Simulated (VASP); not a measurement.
The system is SnSe (CsCl type).

```
Sn Se
1.0
     2.71148    0.00000    0.00000
     0.00000    2.71148    0.00000
     0.00000    0.00000    2.71148
Sn Se
1 1
Direct
  0.00000 0.00000 0.00000
  0.50000 0.50000 0.50000
```

This cell differs from its parent crystal: volume scaled by 0.4.

Base run:

```yaml
Program: VASP 6.6.1
Functional: PBE
Potentials_or_basis: VASP PAW PBE potentials, release 64 (Sn_d, Se)
Cutoff: 520 eV
k_mesh: 14 × 14 × 14
Occupations: fermi-dirac, width 0.1 eV
Spin: no spin polarisation
```

Its results: band gap on the k mesh zero (band 10 reaches 27.79 eV, above the bottom of band 11 at 16.85 eV); pressure 383.2 GPa.

**Question.** The run is repeated on the same cell with these changes: dispersion from none to D3(BJ). What comes out?

**Answer.** Band gap on the k mesh zero (band 10 reaches 27.79 eV, above the bottom of band 11 at 16.85 eV); pressure 366.8 GPa.

Dispersion adds attraction, which lowers the pressure at fixed volume and, as a term added to the energy, leaves the levels alone.

Caveats: spin-orbit coupling is left out, which moves the levels of the heavy elements; pairwise dispersion overbinds metals, which lowers pressure and volume (some runs).
